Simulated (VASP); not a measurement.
The system is LiH.

```
CELL_PARAMETERS angstrom
3.25482 0.00000 0.00000
-1.62741 2.81876 0.00000
0.00000 0.00000 4.06907
ATOMIC_POSITIONS crystal
Li 0.33333 0.66667 0.25000
Li 0.66667 0.33333 0.75000
H 0.66667 0.33333 0.25000
H 0.33333 0.66667 0.75000
```

Base run:

| Item | Value |
| --- | --- |
| Program | VASP 6.6.1 |
| Functional | PBE |
| Potentials or basis | VASP PAW PBE potentials, release 64 (Li_sv, H) |
| Cutoff | 520 eV |
| k mesh | 6 × 6 × 4 |
| Occupations | gaussian, width 0.01 eV |
| Spin | no spin polarisation |

Its results: band gap on the k mesh 1.83 eV (least direct gap 3.07 eV).

Task: After a change of settings the same cell gave: band gap on the k mesh 3.45 eV (least direct gap 4.79 eV). Which change was it?
A. functional from PBE to PBE0
B. k mesh from 6 × 6 × 4 to 9 × 9 × 6; further incar settings from ALGO = Normal; EDIFF = 1e-06; NBANDS = 12 to ALGO = Normal; EDIFF = 1e-08
C. k mesh from 6 × 6 × 4 to 12 × 12 × 6; occupations from gaussian, width 0.01 eV to fermi-dirac, width 0.02 eV
D. functional from PBE to r2SCAN; k mesh from 6 × 6 × 4 to 12 × 12 × 6

Result: A.
